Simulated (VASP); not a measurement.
Runs of VASP 6.6.1 on Sn3SeS2. It takes space group P-3m1 (No. 164, trigonal). The conventional cell has a = 4.187 Å, b = 4.187 Å, c = 10.248 Å, α = 90.00°, β = 90.00°, γ = 120.00°. Sn (site symmetry 3m) has 3 S at 2.93 Å and 3 Se at 3.01 Å within 3.9 Å. Within 3.9 Å of Sn (site symmetry -3m) lie 6 S at 2.93 Å. Within 4.0 Å of Se (site symmetry -3m) lie 6 Sn at 3.01 Å. S (site symmetry 3m) has 6 Sn at 2.93 Å within 3.9 Å. 

| task | level | cell | k mesh | cutoff (eV) | smearing | k mesh for the DOS | occupations for the DOS | gap on the mesh (eV) | pressure (GPa) | largest force (eV/Å) |
| --- | --- | --- | --- | --- | --- | --- | --- | --- | --- | --- |
| single point | r2SCAN | as given | 12 × 12 × 4 | 520 | gaussian 0.02 eV | - | - | (a) | -1.1 | 0.02 |
| single point | PBE | as given | 12 × 12 × 4 | 520 | gaussian 0.02 eV | - | - | 0.42 | 0.0 | - |
| single point | PBE | as given | 6 × 6 × 2 | 520 | gaussian 0.1 eV | - | - | 0.50 | -0.4 | 0.02 |
| relaxation of cell and atoms | PBE | relaxed | 12 × 12 × 4 | 600 | gaussian 0.02 eV | - | - | 0.42 | 0.0 | - |

Alike in all rows: potentials or basis VASP PAW PBE potentials, release 64 (Sn_d, Se, S); no spin polarisation.

Q: Fill in the values left out.

A: (a) 0.39.

Caveats: spin-orbit coupling is left out, which moves the levels of the heavy elements; the PAW data sets were made with another functional, which shifts forces and pressure a little (some runs); the relaxation stopped at its first step, so nothing moved (some runs).

A k mesh can miss the band edges, and the runs leave out spin-orbit coupling on Se, Sn.
